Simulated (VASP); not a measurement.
Ir:

```
Ir
1.0
     0.00000    1.91613    1.91613
     1.91613    0.00000    1.91613
     1.91613    1.91613    0.00000
Ir
1
Direct
  0.00000 0.00000 0.00000
```

Base run:

```yaml
Program: VASP 6.6.1
Functional: PBEsol
Potentials_or_basis: VASP PAW PBE potentials, release 64 (Ir)
Cutoff: 520 eV
k_mesh: 20 × 20 × 20
Occupations: fermi-dirac, width 0.15 eV
Spin: no spin polarisation
```

Its results: pressure 0.8 GPa.

Problem. The run is repeated on the same cell with these changes: potentials or basis from VASP PAW PBE potentials, release 64 (Ir) to VASP PAW PBE potentials, release 64 (Ir_sv_GW); cutoff from 520 eV to 500 eV; further incar settings from ALGO = Fast; EDIFF = 1e-06; NBANDS = 10 to ALGO = Normal; EDIFF = 1e-06; NBANDS = 14; valence electrons from 9 to 17. What comes out?

Solution. Pressure -3.3 GPa.

Caveats: the PAW data sets were made with another functional, which shifts forces and pressure a little.
